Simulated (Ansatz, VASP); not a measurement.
**Au in VASP and in Ansatz**

```xyz
1
Lattice="-1.6324 1.6324 1.6573 1.6324 -1.6324 1.6573 1.6324 1.6324 -1.6573" Properties=species:S:1:pos:R:3 pbc="T T T"
Au    0.0000    0.0000    0.0000
```

Change from the starting cell: strain -0.015 along x and y, +0.000 along z, atoms carried along.

Alike in both runs: task single point; functional PBEsol; k mesh 20 × 20 × 20; occupations gaussian, width 0.15 eV; no spin polarisation.

```csv
,VASP,Ansatz
version,VASP 6.6.1,Ansatz 0.2.0
potentials or method,"VASP PAW PBE potentials, release 64 (Au), cutoff 520 eV","scalar-relativistic, plane waves, PAW"
valence electrons in the cell,11,19
```

|  | VASP | Ansatz | Ansatz less VASP |
| --- | --- | --- | --- |
| gap on the k mesh at the Fermi level (eV) | none | none | - |
| pressure (GPa) | -5.8 | -5.6 | +0.25 |

VASP's potentials were made for PBE, not for PBEsol. A gap of «none» marks a metal or a gap that the smearing closes. The functional is the same, so the differences come from potentials, cutoffs and numerics. VASP's potentials hold 11 valence electrons a cell and Ansatz's 19, so a difference there can come from the potentials and not from the codes.

Spin-orbit coupling is off throughout.
